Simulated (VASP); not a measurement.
The system is TePb.

```
CELL_PARAMETERS angstrom
0.00000 3.23100 3.23100
3.23100 0.00000 3.23100
3.23100 3.23100 0.00000
ATOMIC_POSITIONS crystal
Pb 0.00000 0.00000 0.00000
Te 0.50000 0.50000 0.50000
```

| Quantity | Value |
| --- | --- |
| Program | VASP 6.6.1 |
| Task | relaxation of cell and atoms |
| Functional | PBE |
| Potentials or basis | VASP PAW PBE potentials, release 64 (Pb_d, Te) |
| Cutoff | 600 eV |
| k mesh | 5 × 5 × 5 |
| Occupations | fermi-dirac, width 0.05 eV |
| Spin | non-collinear spin, zero start, spin-orbit coupling |
| Starting moments | [[0.0, 0.0, 0.0], [0.0, 0.0, 0.0]] μB |

At the start: pressure 2.0 GPa; volume 33.73 Å³/atom.

Q: Where does the relaxation end?

A: Over 3 steps the energy falls by 10.0 meV/atom and the volume is 35.39 Å³/atom (+4.9 %); space group Fm-3m (No. 225, to 0.05 Å); moment 0.00 μB per cell.

The path:
| step | energy change (eV) | largest force (eV/Å) | pressure (GPa) | volume (Å³) |
| --- | --- | --- | --- | --- |
| 1 | 0.0000 | 0.0000 | 2.01 | 67.46 |
| 2 | -0.0186 | 0.0000 | -0.46 | 71.67 |
| 3 | -0.0199 | 0.0000 | 0.01 | 70.77 |

Final structure:
```
Pb Te
1.0
     0.00000    3.28304    3.28304
     3.28304    0.00000    3.28304
     3.28304    3.28304    0.00000
Pb Te
1 1
Direct
  0.00000 0.00000 0.00000
  0.50000 0.50000 0.50000
```
